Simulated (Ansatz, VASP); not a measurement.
**One calculation of K, two programs**

```
K
1.0
     4.10279    0.00000    0.00000
     0.00000    4.10279    0.00000
     0.00000    0.00000    4.10279
K
1
Cartesian
  0.0000 0.0000 0.0000
```

Alike in both runs: functional LDA; k mesh 8 × 8 × 8; occupations fermi-dirac, width 0.1 eV; no spin polarisation.

Ansatz relaxed the structure, and its values are those at the end. VASP's run is a single point on that final structure, the one shown.

|  | VASP | Ansatz |
| --- | --- | --- |
| version | VASP 6.6.1 | Ansatz 0.2.0 |
| potentials or method | VASP PAW LDA potentials, release 64 (K_sv), cutoff 520 eV | plane waves (420 eV) with PAW, scalar-relativistic |
| valence electrons in the cell | 9 | 9 |

```csv
,VASP,Ansatz,Ansatz less VASP
pressure (GPa),0.0,0.0,+0.01
```

Ansatz warns that its potentials were made for another functional, while VASP's fit it. LDA's correlation is that of Perdew and Zunger in VASP and of Perdew and Wang (1992) in Ansatz.
